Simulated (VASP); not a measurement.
Wanted: the native input for a VASP 6.6.1 run.

| Property | Result |
| --- | --- |
| Task | single point |
| Functional | PBEsol |
| Potentials or basis | VASP PAW PBE potentials, release 64 (W_sv, Se) |
| Cutoff | 520 eV |
| k mesh | 12 × 12 × 2 |
| Occupations | gaussian, width 0.02 eV |
| Spin | no spin polarisation |
| Dipole correction | no |
| Further INCAR settings | ALGO = Normal; EDIFF = 1e-06; NBANDS = 35 |

The structure of WSe2 lies in POSCAR:

```
WSe2
1.0
    3.2732857666      0.0000000000      0.0000000000
   -1.6366428833      2.8347486278      0.0000000000
    0.0000000000      0.0000000000     12.9592056837
W Se
2 4
Direct
    0.6666666627      0.3333333373      0.7500000000
    0.3333333373      0.6666666627      0.2500000000
    0.3333333295      0.6666666705      0.8790125813
    0.6666666705      0.3333333295      0.3790125813
    0.3333333295      0.6666666705      0.6209874187
    0.6666666705      0.3333333295      0.1209874187
```

This cell differs from its parent crystal: uniaxial strain along c: -2.0 %, then relaxed in part.

The input as run:

INCAR

```
SYSTEM = WSe2
ALGO = Normal
EDIFF = 1E-6
ENCUT = 520
GGA = PS
ISIF = 2
ISMEAR = 0
LASPH = .True.
LCHARG = .False.
LREAL = .False.
LWAVE = .False.
NBANDS = 35
NELM = 100
PREC = Accurate
SIGMA = 0.02
```

KPOINTS

```
k-points
0
Gamma
  12 12 2
  0 0 0
```

Potentials or basis: VASP PAW PBE potentials, release 64 (W_sv, Se).

The run is started by

```bash
$ cat potpaw_PBE.64/W_sv/POTCAR potpaw_PBE.64/Se/POTCAR > POTCAR
$ mpirun -np 1 vasp_std > vasp.out
```

Results of the run:

```
Pressure               : 0.7 GPa
Largest force          : 0.061 eV/Å
Band gap on the k mesh : 0.94 eV (least direct gap 1.56 eV)
```

Caveat: the cell differs from its parent crystal (uniaxial strain along c: -2.0 %, then relaxed in part); the PAW data sets were made with another functional, which shifts forces and pressure a little; spin-orbit coupling is left out, which moves the levels of the heavy elements; this functional lacks dispersion, which binds the layers, so the pressure and a relaxed spacing across them are unreliable.

It took 69 s on 1 thread of AMD EPYC 9R45 96-Core Processor (Zen 5), on a shared host, peak memory 0.27 GiB.
